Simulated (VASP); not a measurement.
Crystal: C.

```
C
1.0
     4.25517    0.00000    0.00000
     0.00000    4.25517    0.00000
     0.00000    0.00000    1.28229
C
1
Direct
  0.50000 0.50000 0.50000
```

Program: VASP 6.6.1. Alike in all runs: task single point; potentials or basis VASP PAW PBE potentials, release 64 (C); no spin polarisation; cell as given; cutoff (eV) 520; smearing fermi-dirac 0.05 eV.

Task: Order these runs on this cell by their pressure, lowest first.
A. level BLYP; k mesh 4 × 4 × 11
B. level r2SCAN0; k mesh 3 × 3 × 10; grid for exact exchange (PRECFOCK) Normal
C. level PBE0; k mesh 4 × 4 × 11; grid for exact exchange (PRECFOCK) Normal

Result: B (-4.2 GPa), C (-1.7 GPa), A (0.4 GPa).

Caveats: all runs use coarse meshes; the PAW data sets were made with another functional, which shifts forces and pressure a little.
